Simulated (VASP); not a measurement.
# Ni (P6_3/mmc) in VASP: further runs

The runs below take Ni through electric field gradients, with LDA.

Everything below comes from runs of VASP 6.6.1. Logs are shortened: lines on timing, memory, paths and dates and some standing lists are left out, and cuts for length are marked.

### 1 The cell of the first run

Symmetry: P6_3/mmc, No. 194, hexagonal system. Conventional cell: a = 2.411 Å, b = 2.411 Å, c = 4.073 Å, α = 90.00°, β = 90.00°, γ = 120.00°. Within 3.2 Å of Ni (site symmetry -6m2) lie 12 Ni at 2.41 to 2.47 Å.

### 2 Electric field gradients, LDA, collinear spin, ferromagnetic start (x and y stretched by -1.5 %, z held)

Contents of INCAR:

```
SYSTEM = Ni
PREC = Accurate
ENCUT = 520
EDIFF = 1E-8
ISMEAR = -1
SIGMA = 0.08
LREAL = .False.
LASPH = .True.
NELM = 150
ALGO = Normal
ISIF = 2
LWAVE = .False.
LCHARG = .False.
ISPIN = 2
MAGMOM = 1.5 1.5
LORBIT = 11
LMAXMIX = 4
GGA = CA
LEFG = .True.
NBANDS = 21
```

Contents of KPOINTS:

```
Automatic mesh
0
Gamma
  15 15 8
  0 0 0
```

Contents of POSCAR:

```
Ni
1.0
    2.4113025544      0.0000000000      0.0000000000
   -1.2056512772      2.0882492683      0.0000000000
    0.0000000000      0.0000000000      4.0728075700
Ni
2
Direct
    0.3333333333      0.6666666667      0.2500000000
    0.6666666667      0.3333333333      0.7500000000
```

Potentials or basis: VASP PAW LDA potentials, release 64 (Ni).

Run with:

```bash
cat potpaw_LDA.64/Ni/POTCAR > POTCAR
mpirun -np 1 vasp_std > vasp.out
```

OUTCAR:

```text
SYSTEM = Ni
   PREC = Accurate
   ENCUT = 520
   EDIFF = 1E-8
   ISMEAR = -1
   LREAL = .False.
   LASPH = .True.
   NELM = 150
   ISIF = 2
   ISPIN = 2
   LORBIT = 11
   GGA = CA

 ion  position               nearest neighbor table
   1  0.333  0.667  0.250-   2 2.47   2 2.47   2 2.47   2 2.47   2 2.47   2 2.47
   2  0.667  0.333  0.750-   1 2.47   1 2.47   1 2.47   1 2.47   1 2.47   1 2.47

  LATTYP: Found a hexagonal cell.
 ALAT       =     2.4113025544
 C/A-ratio  =     1.6890487519

  Lattice vectors:

 A1 = (   2.4113025544,   0.0000000000,   0.0000000000)
 A2 = (  -1.2056512772,   2.0882492683,   0.0000000000)
 A3 = (   0.0000000000,   0.0000000000,   4.0728075700)

Analysis of symmetry for initial positions (statically):
=====================================================================
 Subroutine PRICEL returns:
 Original cell was already a primitive cell.

 Routine SETGRP: Setting up the symmetry group for a
 hexagonal supercell.

 Subroutine GETGRP returns: Found 24 space group operations
 (whereof 12 operations were pure point group operations)
 out of a pool of 24 trial point group operations.

The static configuration has the point symmetry D_3d.
 The point group associated with its full space group is D_6h.

Analysis of symmetry for dynamics (positions and initial velocities):
=====================================================================
 Subroutine PRICEL returns:
 Original cell was already a primitive cell.

 Routine SETGRP: Setting up the symmetry group for a
 hexagonal supercell.

 Subroutine GETGRP returns: Found 24 space group operations
 (whereof 12 operations were pure point group operations)
 out of a pool of 24 trial point group operations.

The dynamic configuration has the point symmetry D_3d.
 The point group associated with its full space group is D_6h.

Analysis of structural, dynamic, and magnetic symmetry:
=====================================================================
 Subroutine PRICEL returns:
 Original cell was already a primitive cell.

 Routine SETGRP: Setting up the symmetry group for a
 hexagonal supercell.

 Subroutine GETGRP returns: Found 24 space group operations
 (whereof 12 operations were pure point group operations)
 out of a pool of 24 trial point group operations.

The overall configuration has the point symmetry D_3d.
 The point group associated with its full space group is D_6h.

 Subroutine INISYM returns: Found 24 space group operations
 (whereof 12 operations are pure point group operations),
 and found     1 'primitive' translations

----------------------------------------------------------------------------------------

                                     Primitive cell

  volume of cell :      20.5082

  direct lattice vectors                    reciprocal lattice vectors
     2.411302554  0.000000000  0.000000000     0.414713615  0.239435017  0.000000000
    -1.205651277  2.088249268  0.000000000     0.000000000  0.478870035  0.000000000
     0.000000000  0.000000000  4.072807570     0.000000000  0.000000000  0.245530873

  length of vectors
     2.411302554  2.411302554  4.072807570     0.478870035  0.478870035  0.245530873

  position of ions in fractional coordinates (direct lattice)
     0.333333333  0.666666667  0.250000000
     0.666666667  0.333333333  0.750000000

  ion indices of the primitive-cell ions
   primitive index   ion index
                 1           1
                 2           2

----------------------------------------------------------------------------------------

 KPOINTS: Automatic mesh

Automatic generation of k-mesh.
 Grid dimensions read from file:
 generate k-points for:   15   15    8

 Generating k-lattice:

[... 56 lines left out ...]
   LNONCOLLINEAR =      F non collinear calculations
   LSORBIT =      F    spin-orbit coupling
   LASPH  =      T    aspherical Exc in radial PAW
   ENCUT  =  520.0 eV  38.22 Ry    6.18 a.u.   4.48  4.48  7.57*2*pi/ulx,y,z
   NELM   =    150;   NELMIN=  2; NELMDL= -5     # of ELM steps
   EDIFF  = 0.1E-07   stopping-criterion for ELM
   LREAL  =      F    real-space projection
   EDIFFG = 0.1E-06   stopping-criterion for IOM
   NSW    =      0    number of steps for IOM
   IBRION =     -1    ionic relax: 0-MD 1-quasi-New 2-CG
   NFREE  =      0    steps in history (QN), initial steepest desc. (CG)
   ISIF   =      2    stress and relaxation
   ISYM   =      2    0-nonsym 1-usesym 2-fastsym
   POTIM  = 0.5000    time-step for ionic-motion
   TEBEG  =    0.0;   TEEND  =   0.0 temperature during run
   PSTRESS=    0.0 pullay stress
   NELECT =      20.0000    total number of electrons
   NUPDOWN=      -1.0000    fix difference up-down
   EMIN   =  10.00;   EMAX   =-10.00  energy-range for DOS
   EFERMI =   0.00;   METHOD = LEGACY
   ISMEAR =    -1;   SIGMA  =   0.08  broadening in eV -4-tet -1-fermi 0-gaus
   EFERMI_NEDOS =   21; number of points for ismear=-14 and -15
   IALGO  =     38    algorithm
   IMIX   =      4    mixing-type and parameters
     AMIX     =   0.40;   BMIX     =  1.00
     AMIX_MAG =   1.60;   BMIX_MAG =  1.00
  volume/ion in A,a.u.               =      10.25        69.20
  Fermi-wavevector in a.u.,A,eV,Ry     =   1.623462  3.067899 35.859917  2.635630
  Thomas-Fermi vector in A             =   2.716908
   LORBIT       =     11    0 simple, 1 ext, 2 COOP (PROOUT), +10 PAW based schemes
   GGA     = CA    functional components
   LHFCALC =     F    Hartree Fock is set to
   AEXX    =    0.0000 exact exchange contribution
   IVDW    =     0    specifies the selected vdW correction
   LEPSILON=     F    determine dielectric tensor
   LRPA    =     F    only Hartree local field effects (RPA)
 spin polarized calculation
  energy-cutoff  :      520.00
  volume of cell :       20.51
 maximum number of plane-waves:       573
 NGX is ok and might be reduce to    18
   NGX =  9   NGY =  9   NGZ = 15

 number of electron      20.0000003 magnetization       1.1903608

 Free energy of the ion-electron system (eV)
  ---------------------------------------------------
  ext. energy  EPLUGINS =         0.00000000
  ---------------------------------------------------
  free energy    TOTEN  =       -13.13484733 eV

  energy without entropy =      -13.05601184  energy(sigma->0) =      -13.09542959

 E-fermi :   9.9031     XC(G=0): -13.9653

 val. band max:        9.9029513308   @ k =   0.2000   0.2000   0.2500
 cond. band min:       9.9039309264   @ k =   0.2667   0.0667   0.3750
 fundamental gap:      0.0009795956
 Fermi energy:         9.9030955136

 spin component 1

 k-point     1 :       0.0000    0.0000    0.0000
  band No.  band energies     occupation
      1       0.4938      1.00000
      2       4.7289      1.00000
      3       7.2568      1.00000
      4       7.4892      1.00000
      5       7.4892      1.00000
      6       7.7529      1.00000
[... 565 lines left out ...]
     20      40.3486      0.00000
     21      44.2858      0.00000

 [... further k-points ...]

 spin component 2

 k-point     1 :       0.0000    0.0000    0.0000
  band No.  band energies     occupation
      1       0.5437      1.00000
      2       5.0821      1.00000
      3       7.8368      1.00000
      4       8.0669      1.00000
      5       8.0669      1.00000
      6       8.3449      1.00000
[... 565 lines left out ...]
     20      40.4788      0.00000
     21      44.3157      0.00000

 [... further k-points ...]
[... 5 lines left out ...]
  --------------------------------------------------------------------------------------
  -------------------------------------------------------------------------------------
  Total       -0.1926653     -0.1926653     -1.2111041      0.0000000      0.0000000     -0.0000000
  in kB      -15.0517225    -15.0517225    -94.6158987      0.0000000      0.0000000     -0.0000000
  external PRESSURE =     -41.5731145 kB  Pullay stress =       0.0000000 kB

 VOLUME and BASIS-vectors are now :
 -----------------------------------------------------------------------------
  energy-cutoff  :      520.00
  volume of cell :       20.51
      direct lattice vectors                 reciprocal lattice vectors
     2.411302554  0.000000000  0.000000000     0.414713615  0.239435017  0.000000000
    -1.205651277  2.088249268  0.000000000     0.000000000  0.478870035  0.000000000
     0.000000000  0.000000000  4.072807570     0.000000000  0.000000000  0.245530873

 POSITION                                       TOTAL-FORCE (eV/Angst)
 -----------------------------------------------------------------------------------
     -0.00000      1.39217      1.01820        -0.000000     -0.000000      0.000000
      1.20565      0.69608      3.05461         0.000000      0.000000      0.000000
 -----------------------------------------------------------------------------------
    total drift:                               -0.000000      0.000000     -0.000000

  FREE ENERGIE OF THE ION-ELECTRON SYSTEM (eV)
  ---------------------------------------------------
  free  energy   TOTEN  =       -13.1348473347 eV

  energy  without entropy=      -13.0560118413  energy(sigma->0) =      -13.09542959

 Electric field gradients (V/A^2)
---------------------------------------------------------------------
 ion       V_xx      V_yy      V_zz      V_xy      V_xz      V_yz
---------------------------------------------------------------------
   1       1.043     1.041    -2.085    -0.002     0.000    -0.000
   2       1.043     1.041    -2.085    -0.002    -0.000     0.000
---------------------------------------------------------------------

 Electric field gradients after diagonalization (V/A^2)
 (convention: |V_zz| > |V_xx| > |V_yy|)
----------------------------------------------------------------------
 ion       V_xx      V_yy      V_zz     asymmetry (V_yy - V_xx)/ V_zz
----------------------------------------------------------------------
   1       1.044     1.040    -2.085       0.002
   2       1.044     1.040    -2.085       0.002
----------------------------------------------------------------------

           NMR quadrupolar parameters

 Cq : quadrupolar parameter    Cq=e*Q*V_zz/h
 eta: asymmetry parameters     (V_yy - V_xx)/ V_zz
 Q  : nuclear electric quadrupole moment in mb (millibarn)
----------------------------------------------------------------------
 ion       Cq(MHz)       eta       Q (mb)
----------------------------------------------------------------------
   1      -0.005       0.002       1.000
   2      -0.005       0.002       1.000
----------------------------------------------------------------------

 total charge

# of ion       s       p       d       tot
------------------------------------------
    1        0.525   0.551   8.358   9.434
    2        0.525   0.551   8.358   9.434
--------------------------------------------------
tot          1.050   1.101  16.716  18.867

 magnetization (x)

# of ion       s       p       d       tot
------------------------------------------
    1       -0.004  -0.017   0.617   0.596
    2       -0.004  -0.017   0.617   0.596
--------------------------------------------------
tot         -0.007  -0.035   1.233   1.191
```

It took 49 s on 1 thread of AMD EPYC 9R45 (Zen 5), shared host; peak memory 0.16 GiB.

What came out:

```yaml
Free_energy: -13.1348 eV
Pressure: -4.2 GPa
Net_moment: 1.19 μB per cell
Site_moments: Ni +0.60 μB
Valence_electrons_inside_the_program's_atomic_spheres: Ni 9.43
```

Electric field gradients, principal values (V/Å²):
| atom | least | middle | greatest (by size) |
| --- | --- | --- | --- |
| 1 Ni | 1.040 | 1.044 | -2.085 |
| 2 Ni | 1.040 | 1.044 | -2.085 |

Caveat: the cell differs from its parent crystal (x and y stretched by -1.5 %, z held); without QUAD_EFG the Cq values of the log hold for a quadrupole moment of 1 mb, not for the nuclei.

### 3 Electric field gradients, LDA, collinear spin, ferromagnetic start

This run uses another cell than the first one, of 10.57 Å³/atom, 1.031 times its volume.

Contents of INCAR:

```
ALGO = Normal
EDIFF = 1E-8
ENCUT = 520
GGA = CA
ISIF = 2
ISMEAR = -1
ISPIN = 2
LASPH = True
LCHARG = False
LEFG = True
LMAXMIX = 4
LORBIT = 11
LREAL = False
LWAVE = False
MAGMOM = 1.5 1.5
NBANDS = 21
NELM = 150
PREC = Accurate
SIGMA = 0.08
```

Contents of KPOINTS:

```
k-points
0
Gamma
  15 15 8
```

Contents of POSCAR:

```
Ni
1.0
    2.4480228978      0.0000000000      0.0000000000
   -1.2240114489      2.1200500186      0.0000000000
    0.0000000000      0.0000000000      4.0728075700
Ni
2
Direct
    0.3333333333      0.6666666667      0.2500000000
    0.6666666667      0.3333333333      0.7500000000
```

Potentials or basis: VASP PAW LDA potentials, release 64 (Ni).

Run with:

```bash
cat potpaw_LDA.64/Ni/POTCAR > POTCAR
mpirun -np 1 vasp_std > vasp.out
```

OUTCAR:

```text
EDIFF = 1E-8
   ENCUT = 520
   GGA = CA
   ISIF = 2
   ISMEAR = -1
   ISPIN = 2
   LASPH = True
   LORBIT = 11
   LREAL = False
   NELM = 150
   PREC = Accurate

 ion  position               nearest neighbor table
   1  0.333  0.667  0.250-   2 2.48   2 2.48   2 2.48   2 2.48   2 2.48   2 2.48
   2  0.667  0.333  0.750-   1 2.48   1 2.48   1 2.48   1 2.48   1 2.48   1 2.48

  LATTYP: Found a hexagonal cell.
 ALAT       =     2.4480228978
 C/A-ratio  =     1.6637130207

  Lattice vectors:

 A1 = (   2.4480228978,   0.0000000000,   0.0000000000)
 A2 = (  -1.2240114489,   2.1200500186,   0.0000000000)
 A3 = (   0.0000000000,   0.0000000000,   4.0728075700)

[... 1396 lines left out ...]

 Electric field gradients after diagonalization (V/A^2)
 (convention: |V_zz| > |V_xx| > |V_yy|)
----------------------------------------------------------------------
 ion       V_xx      V_yy      V_zz     asymmetry (V_yy - V_xx)/ V_zz
----------------------------------------------------------------------
   1       0.990     0.985    -1.975       0.003
   2       0.990     0.985    -1.975       0.003
----------------------------------------------------------------------

           NMR quadrupolar parameters

 Cq : quadrupolar parameter    Cq=e*Q*V_zz/h
 eta: asymmetry parameters     (V_yy - V_xx)/ V_zz
 Q  : nuclear electric quadrupole moment in mb (millibarn)
----------------------------------------------------------------------
 ion       Cq(MHz)       eta       Q (mb)
----------------------------------------------------------------------
   1      -0.005       0.003       1.000
   2      -0.005       0.003       1.000
----------------------------------------------------------------------

 total charge

# of ion       s       p       d       tot
------------------------------------------
    1        0.511   0.522   8.341   9.374
    2        0.511   0.522   8.341   9.374
--------------------------------------------------
tot          1.023   1.043  16.682  18.748

 magnetization (x)

# of ion       s       p       d       tot
------------------------------------------
    1       -0.004  -0.018   0.629   0.608
    2       -0.004  -0.018   0.629   0.608
--------------------------------------------------
tot         -0.007  -0.035   1.258   1.216
```

OSZICAR:

```text
N       E                     dE             d eps       ncg     rms          rms(c)
DAV:   1     0.949853894657E+02    0.94985E+02   -0.88184E+03 12244   0.137E+03
DAV:   2    -0.933280857683E+01   -0.10432E+03   -0.96150E+02 11560   0.236E+02
DAV:   3    -0.151616430973E+02   -0.58288E+01   -0.56190E+01 12902   0.640E+01
DAV:   4    -0.152324804554E+02   -0.70837E-01   -0.70788E-01 13081   0.660E+00
DAV:   5    -0.152343242745E+02   -0.18438E-02   -0.18437E-02 12999   0.105E+00    0.154E+01
DAV:   6    -0.138492029030E+02    0.13851E+01   -0.76128E+00 13367   0.612E+01    0.899E+00
DAV:   7    -0.131529716136E+02    0.69623E+00   -0.17756E+00 13191   0.254E+01    0.263E+00
DAV:   8    -0.131207327810E+02    0.32239E-01   -0.12292E-02 16355   0.126E+00    0.131E+00
DAV:   9    -0.131148876676E+02    0.58451E-02   -0.64084E-04 16551   0.263E-01    0.479E-01
DAV:  10    -0.131126786501E+02    0.22090E-02   -0.20213E-04 20386   0.298E-01    0.861E-02
DAV:  11    -0.131127204540E+02   -0.41804E-04   -0.28048E-05 13608   0.557E-02    0.345E-02
DAV:  12    -0.131126980795E+02    0.22374E-04   -0.17674E-06 18535   0.248E-02    0.180E-02
DAV:  13    -0.131126969481E+02    0.11315E-05   -0.11945E-06 15585   0.112E-02    0.287E-03
DAV:  14    -0.131126969887E+02   -0.40647E-07   -0.67083E-08 13747   0.232E-03    0.838E-04
DAV:  15    -0.131126969817E+02    0.70422E-08   -0.23145E-09  6763   0.719E-04
   1 F= -.13112697E+02 E0= -.13071929E+02  d E =-.815354E-01  mag=     1.2112
```

stdout:

```text
POSCAR found type information on POSCAR Ni
 POSCAR found :  1 types and       2 ions
 scaLAPACK will be used
 LDA part: xc-table for (Slater(with rela. corr.)+CA(PZ))
 , standard interpolation
 POSCAR, INCAR and KPOINTS ok, starting setup
 FFT: planning ... GRIDC
 FFT: planning ... GRID_SOFT
 FFT: planning ... GRID
 WAVECAR not read
 entering main loop
ion   1

ion   2
```

Wall time 2.7 min (1 thread of Intel Xeon 8259CL, shared host); peak memory 0.19 GiB.

Results:

```yaml
Free_energy: -13.1127 eV
Pressure: -10.7 GPa
Net_moment: 1.21 μB per cell
Site_moments: Ni +0.61 μB
Valence_electrons_inside_the_program's_atomic_spheres: Ni 9.37
```

Electric field gradients, principal values (V/Å²):
```csv
atom,least,middle,greatest (by size)
1 Ni,0.985,0.990,-1.975
2 Ni,0.985,0.990,-1.975
```

Caveat: without QUAD_EFG the Cq values of the log hold for a quadrupole moment of 1 mb, not for the nuclei.

[end of part 1 of 3]
